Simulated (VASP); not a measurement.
# SiO2 (P4_2/mnm) in VASP: notebook

SiO2 is run at these levels: PBE; tasks: single point.

Everything below comes from runs of VASP 6.6.1. Logs are shortened: lines on timing, memory, paths and dates and some standing lists are left out, and cuts for length are marked.

## Step 1: The cell of the first run

The structure is tetragonal, space group P4_2/mnm (No. 136). The conventional cell has a = 4.233 Å, b = 4.233 Å, c = 2.693 Å, α = 90.00°, β = 90.00°, γ = 90.00°. Within 2.4 Å of Si (site symmetry mmm) lie 6 O at 1.78 to 1.84 Å. Within 2.4 Å of O (site symmetry m2m) lie 3 Si at 1.78 to 1.84 Å and 1 O at 2.31 Å.

## Step 2: Single point, PBE

Contents of INCAR:

```
SYSTEM = SiO2
ALGO = Normal
EDIFF = 1E-7
ENCUT = 520
GGA = PE
ISIF = 2
ISMEAR = -1
LASPH = .TRUE.
LCHARG = .TRUE.
LELF = .TRUE.
LREAL = .FALSE.
LVHAR = .TRUE.
LWAVE = .FALSE.
NBANDS = 25
NELM = 100
PREC = Accurate
SIGMA = 0.05
```

Contents of KPOINTS:

```
k-points
0
G
  6 6 10
  0 0 0
```

Contents of POSCAR:

```
SiO2
1.0
    4.2331690000      0.0000000000      0.0000000000
    0.0000000000      4.2331690000      0.0000000000
    0.0000000000      0.0000000000      2.6934950000
Si O
2 4
Direct
    0.0000000000      0.0000000000      0.0000000000
    0.5000000000      0.5000000000      0.5000000000
    0.8068390000      0.1931610000      0.5000000000
    0.3068390000      0.3068390000      0.0000000000
    0.1931610000      0.8068390000      0.5000000000
    0.6931610000      0.6931610000      0.0000000000
```

Potentials or basis: VASP PAW PBE potentials, release 64 (Si, O).

On the command line:

```bash
> cat potpaw_PBE.64/Si/POTCAR potpaw_PBE.64/O/POTCAR > POTCAR
> mpirun -np 1 vasp_std > vasp.out
```

OUTCAR:

```text
SYSTEM = SiO2
   EDIFF = 1E-7
   ENCUT = 520
   GGA = PE
   ISIF = 2
   ISMEAR = -1
   LASPH = .TRUE.
   LREAL = .FALSE.
   NELM = 100
   PREC = Accurate

 ion  position               nearest neighbor table
   1  0.000  0.000  0.000-   3 1.78   5 1.78   3 1.78   5 1.78   4 1.84   6 1.84
   2  0.500  0.500  0.500-   4 1.78   6 1.78   4 1.78   6 1.78   5 1.84   3 1.84
   3  0.807  0.193  0.500-   1 1.78   1 1.78   2 1.84
   4  0.307  0.307  0.000-   2 1.78   2 1.78   1 1.84
   5  0.193  0.807  0.500-   1 1.78   1 1.78   2 1.84
   6  0.693  0.693  0.000-   2 1.78   2 1.78   1 1.84

  LATTYP: Found a simple tetragonal cell.
 ALAT       =     4.2331690000
 C/A-ratio  =     0.6362833612

  Lattice vectors:

 A1 = (   4.2331690000,   0.0000000000,   0.0000000000)
 A2 = (   0.0000000000,   4.2331690000,   0.0000000000)
 A3 = (   0.0000000000,   0.0000000000,   2.6934950000)

Analysis of symmetry for initial positions (statically):
=====================================================================
 Subroutine PRICEL returns:
 Original cell was already a primitive cell.

 Routine SETGRP: Setting up the symmetry group for a
 simple tetragonal supercell.

 Subroutine GETGRP returns: Found 16 space group operations
 (whereof  8 operations were pure point group operations)
 out of a pool of 16 trial point group operations.

The static configuration has the point symmetry D_2h.
 The point group associated with its full space group is D_4h.

Analysis of symmetry for dynamics (positions and initial velocities):
=====================================================================
 Subroutine PRICEL returns:
 Original cell was already a primitive cell.

 Routine SETGRP: Setting up the symmetry group for a
 simple tetragonal supercell.

 Subroutine GETGRP returns: Found 16 space group operations
 (whereof  8 operations were pure point group operations)
 out of a pool of 16 trial point group operations.

The dynamic configuration has the point symmetry D_2h.
 The point group associated with its full space group is D_4h.

 Subroutine INISYM returns: Found 16 space group operations
 (whereof  8 operations are pure point group operations),
 and found     1 'primitive' translations

----------------------------------------------------------------------------------------

                                     Primitive cell

  volume of cell :      48.2667

  direct lattice vectors                    reciprocal lattice vectors
[... 93 lines left out ...]
   ENCUT  =  520.0 eV  38.22 Ry    6.18 a.u.   7.87  7.87  5.01*2*pi/ulx,y,z
   NELM   =    100;   NELMIN=  2; NELMDL= -5     # of ELM steps
   EDIFF  = 0.1E-06   stopping-criterion for ELM
   LREAL  =      F    real-space projection
   EDIFFG = 0.1E-05   stopping-criterion for IOM
   NSW    =      0    number of steps for IOM
   IBRION =     -1    ionic relax: 0-MD 1-quasi-New 2-CG
   NFREE  =      0    steps in history (QN), initial steepest desc. (CG)
   ISIF   =      2    stress and relaxation
   ISYM   =      2    0-nonsym 1-usesym 2-fastsym
   POTIM  = 0.5000    time-step for ionic-motion
   TEBEG  =    0.0;   TEEND  =   0.0 temperature during run
   PSTRESS=    0.0 pullay stress
   NELECT =      32.0000    total number of electrons
   NUPDOWN=      -1.0000    fix difference up-down
   EMIN   =  10.00;   EMAX   =-10.00  energy-range for DOS
   EFERMI =   0.00;   METHOD = LEGACY
   ISMEAR =    -1;   SIGMA  =   0.05  broadening in eV -4-tet -1-fermi 0-gaus
   EFERMI_NEDOS =   21; number of points for ismear=-14 and -15
   IALGO  =     38    algorithm
   IMIX   =      4    mixing-type and parameters
     AMIX     =   0.40;   BMIX     =  1.00
     AMIX_MAG =   1.60;   BMIX_MAG =  1.00
  volume/ion in A,a.u.               =       8.04        54.29
  Fermi-wavevector in a.u.,A,eV,Ry     =   1.427499  2.697581 27.725303  2.037752
  Thomas-Fermi vector in A             =   2.547662
   LORBIT       =      0    0 simple, 1 ext, 2 COOP (PROOUT), +10 PAW based schemes
   GGA     = PE    functional components
   LHFCALC =     F    Hartree Fock is set to
   AEXX    =    0.0000 exact exchange contribution
   IVDW    =     0    specifies the selected vdW correction
   LEPSILON=     F    determine dielectric tensor
   LRPA    =     F    only Hartree local field effects (RPA)
 non-spin polarized calculation
  energy-cutoff  :      520.00
  volume of cell :       48.27
 maximum number of plane-waves:      1336
 NGX is ok and might be reduce to    32
   NGX = 15   NGY = 15   NGZ = 11

 number of electron      31.9999991 magnetization

 Free energy of the ion-electron system (eV)
  ---------------------------------------------------
  ext. energy  EPLUGINS =         0.00000000
  ---------------------------------------------------
  free energy    TOTEN  =       -46.31704023 eV

  energy without entropy =      -46.31704023  energy(sigma->0) =      -46.31704023

 E-fermi :   8.7144     XC(G=0): -12.0824

 val. band max:        7.7399811075   @ k =   0.0000   0.0000   0.0000
 cond. band min:      12.7562691235   @ k =   0.0000   0.0000   0.0000
 fundamental gap:      5.0162880160
 Fermi energy:         8.7144132070

 k-point     1 :       0.0000    0.0000    0.0000
  band No.  band energies     occupation
      1     -14.4729      2.00000
      2     -11.0104      2.00000
      3     -11.0104      2.00000
      4     -10.8414      2.00000
      5      -2.8784      2.00000
      6       1.5090      2.00000
[... 661 lines left out ...]
     24      20.2039      0.00000
     25      21.6560      0.00000

 [... further k-points ...]
[... 5 lines left out ...]
  --------------------------------------------------------------------------------------
  -------------------------------------------------------------------------------------
  Total        0.0172292      0.0172292      0.0058212     -0.0000000      0.0000000      0.0000000
  in kB        0.5719107      0.5719107      0.1932297     -0.0000000      0.0000000      0.0000000
  external PRESSURE =       0.4456837 kB  Pullay stress =       0.0000000 kB

 VOLUME and BASIS-vectors are now :
 -----------------------------------------------------------------------------
  energy-cutoff  :      520.00
  volume of cell :       48.27
      direct lattice vectors                 reciprocal lattice vectors
     4.233169000  0.000000000  0.000000000     0.236229643  0.000000000  0.000000000
     0.000000000  4.233169000  0.000000000     0.000000000  0.236229643  0.000000000
     0.000000000  0.000000000  2.693495000     0.000000000  0.000000000  0.371264844

 POSITION                                       TOTAL-FORCE (eV/Angst)
 -----------------------------------------------------------------------------------
      0.00000      0.00000      0.00000         0.000000      0.000000      0.000000
      2.11658      2.11658      1.34675         0.000000      0.000000      0.000000
      3.41549      0.81768      1.34675        -0.004316      0.004316     -0.000000
      1.29890      1.29890      0.00000        -0.004316     -0.004316      0.000000
      0.81768      3.41549      1.34675         0.004316     -0.004316      0.000000
      2.93427      2.93427      0.00000         0.004316      0.004316     -0.000000
 -----------------------------------------------------------------------------------
    total drift:                                0.000000     -0.000000     -0.000000

  FREE ENERGIE OF THE ION-ELECTRON SYSTEM (eV)
  ---------------------------------------------------
  free  energy   TOTEN  =       -46.3170402301 eV

  energy  without entropy=      -46.3170402300  energy(sigma->0) =      -46.31704023
```

OSZICAR:

```text
N       E                     dE             d eps       ncg     rms          rms(c)
DAV:   1     0.132480406287E+03    0.13248E+03   -0.17524E+04  3032   0.123E+03
DAV:   2    -0.439289643515E+02   -0.17641E+03   -0.16880E+03  3816   0.277E+02
DAV:   3    -0.508468082878E+02   -0.69178E+01   -0.68885E+01  3979   0.523E+01
DAV:   4    -0.508923970501E+02   -0.45589E-01   -0.45575E-01  3498   0.491E+00
DAV:   5    -0.508927783982E+02   -0.38135E-03   -0.38128E-03  4019   0.426E-01    0.170E+01
DAV:   6    -0.462495862066E+02    0.46432E+01   -0.13196E+01  3757   0.243E+01    0.768E+00
DAV:   7    -0.462970267600E+02   -0.47441E-01   -0.73935E-01  3800   0.494E+00    0.287E+00
DAV:   8    -0.463102215996E+02   -0.13195E-01   -0.25782E-02  3761   0.138E+00    0.108E+00
DAV:   9    -0.463168495298E+02   -0.66279E-02   -0.97225E-03  3798   0.829E-01    0.261E-01
DAV:  10    -0.463170629825E+02   -0.21345E-03   -0.55879E-04  3785   0.166E-01    0.471E-02
DAV:  11    -0.463170390238E+02    0.23959E-04   -0.94145E-05  3856   0.698E-02    0.916E-03
DAV:  12    -0.463170401193E+02   -0.10955E-05   -0.61678E-06  3741   0.174E-02    0.357E-03
DAV:  13    -0.463170402469E+02   -0.12762E-06   -0.68381E-07  3868   0.585E-03    0.372E-03
DAV:  14    -0.463170402301E+02    0.16845E-07   -0.23306E-08  2606   0.108E-03
   1 F= -.46317040E+02 E0= -.46317040E+02  d E =-.266962E-10
```

stdout:

```text
POSCAR found type information on POSCAR SiO
 POSCAR found :  2 types and       6 ions
 scaLAPACK will be used
 LDA part: xc-table for (Slater+PW92), standard interpolation
 POSCAR, INCAR and KPOINTS ok, starting setup
 FFT: planning ... GRIDC
 FFT: planning ... GRID_SOFT
 FFT: planning ... GRID
 WAVECAR not read
 entering main loop
```

Run time: 73 s. Hardware: 1 thread of AMD EPYC 7R43 (Zen 3), shared host; peak memory 0.14 GiB.

What came out:

```
Free energy            : -46.3170 eV
Pressure               : 0.0 GPa
Largest force          : 0.006 eV/Å
Band gap on the k mesh : 5.02 eV, direct
```

Forces in eV/Å, atoms in the order of the input:
```
Si   0.000  0.000  0.000
Si   0.000  0.000  0.000
O   -0.004  0.004  0.000
O   -0.004 -0.004  0.000
O    0.004 -0.004  0.000
O    0.004  0.004  0.000
```

Levels at points of the mesh, in eV from the valence-band top:
```
           k point  band 13  band 14  band 15  band 16  band 17  band 18  band 19  band 20
(0.00, 0.00, 0.00)    -2.51    -0.85    -0.85     0.00     5.02     6.58     8.26     8.26
(0.50, 0.00, 0.00)    -2.62    -2.62    -1.04    -1.04     7.28     7.28     8.86     8.86
(0.50, 0.50, 0.00)    -2.54    -2.54    -2.16    -2.16     7.00     7.00     9.76     9.76
(0.00, 0.00, 0.50)    -2.88    -2.88    -2.56    -2.56     8.63     8.63    12.22    12.22
(0.50, 0.00, 0.50)    -2.20    -2.20    -1.67    -1.67     8.43     8.43     9.45     9.45
(0.50, 0.50, 0.50)    -1.72    -1.72    -1.47    -1.47     6.80     6.80    10.70    10.70
```

A k mesh can miss the band edges. PBE gaps usually lie below the measured ones, often by a third to a half.

## Step 3: Single point, PBE

Contents of INCAR:

```
SYSTEM = SiO2
  ALGO = Normal
  EDIFF = 1E-6
  ENCUT = 600
  GGA = PE
  GGA_COMPAT = .FALSE.
  ISIF = 2
  ISMEAR = 0
  LASPH = .TRUE.
  LCHARG = .FALSE.
  LREAL = .FALSE.
  LWAVE = .FALSE.
  NBANDS = 25
  NELM = 120
  PREC = Accurate
  SIGMA = 0.01
```

Contents of KPOINTS:

```
k-points
0
G
  4 4 6
  0 0 0
```

POSCAR is that of step 2.

Potentials or basis: VASP PAW PBE potentials, release 64 (Si, O).

On the command line:

```bash
> cat potpaw_PBE.64/Si/POTCAR potpaw_PBE.64/O/POTCAR > POTCAR
> mpirun -np 1 vasp_std > vasp.out
```

It took 65 s on 1 thread of AMD EPYC 7R13, shared host; peak memory 0.15 GiB.

Results (log left out):

```
Free energy            : -46.3306 eV
Pressure               : -0.4 GPa
Largest force          : 0.006 eV/Å
Band gap on the k mesh : 5.02 eV, direct
```

Forces on the atoms (eV/Å):
```
Si   0.000  0.000  0.000
Si   0.000  0.000  0.000
O   -0.004  0.004  0.000
O   -0.004 -0.004  0.000
O    0.004 -0.004  0.000
O    0.004  0.004  0.000
```

Levels at points of the mesh, in eV from the valence-band top:
| k point | band 12 | band 13 | band 14 | band 15 | band 16 | band 17 | band 18 | band 19 | band 20 | band 21 |
| --- | --- | --- | --- | --- | --- | --- | --- | --- | --- | --- |
| (0.00, 0.00, 0.00) | -3.03 | -2.51 | -0.85 | -0.85 | 0.00 | 5.02 | 6.59 | 8.27 | 8.27 | 11.08 |
| (0.50, 0.00, 0.00) | -3.70 | -2.62 | -2.62 | -1.04 | -1.04 | 7.29 | 7.29 | 8.86 | 8.86 | 10.78 |
| (0.50, 0.50, 0.00) | -3.15 | -2.54 | -2.54 | -2.16 | -2.16 | 7.00 | 7.00 | 9.76 | 9.76 | 12.69 |
| (0.00, 0.00, 0.50) | -4.47 | -2.88 | -2.88 | -2.56 | -2.56 | 8.63 | 8.63 | 12.23 | 12.23 | 12.33 |
| (0.50, 0.00, 0.50) | -3.80 | -2.20 | -2.20 | -1.67 | -1.67 | 8.43 | 8.43 | 9.45 | 9.45 | 12.12 |
| (0.50, 0.50, 0.50) | -4.34 | -1.72 | -1.72 | -1.47 | -1.47 | 6.80 | 6.80 | 10.70 | 10.70 | 11.59 |
